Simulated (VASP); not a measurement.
## KTaO3: single point with PBE

KTaO3:

```
Ta K O
1.0
     4.04078    0.00000    0.00000
     0.00000    4.04078    0.00000
     0.00000    0.00000    4.04078
Ta K O
1 1 3
Direct
  0.00000 0.00000 0.00000
  0.50000 0.50000 0.50000
  0.00000 0.00000 0.50000
  0.00000 0.50000 0.00000
  0.50000 0.00000 0.00000
```

This cell differs from its parent crystal: volume scaled by 1.04.

| Property | Result |
| --- | --- |
| Program | VASP 6.6.1 |
| Task | single point |
| Functional | PBE |
| Potentials or basis | VASP PAW PBE potentials, release 64 (Ta_pv, K_sv, O) |
| Cutoff | 520 eV |
| k mesh | 7 × 7 × 7 |
| Occupations | fermi-dirac, width 0.05 eV |
| Spin | no spin polarisation |
| Dipole correction | no |
| Further INCAR settings | ALGO = Normal; EDIFF = 1e-06; NBANDS = 27 |

```yaml
Pressure: -1.7 GPa
Band_gap_on_the_k_mesh: 2.14 eV, indirect (least direct gap 2.72 eV)
```

Levels at points of the mesh, in eV from the valence-band top:
```tsv
k point	band 16	band 17	band 18	band 19	band 20	band 21	band 22	band 23
(0.00, 0.00, 0.00)	-0.94	-0.58	-0.58	-0.58	2.14	2.14	2.14	6.37
```

Wall time 34 s on 1 thread of Intel(R) Xeon(R) Platinum 8488C (Sapphire Rapids) (shared host), peak memory 0.19 GiB.

Caveat: spin-orbit coupling is left out, which moves the levels of the heavy elements. A k mesh can miss the band edges.
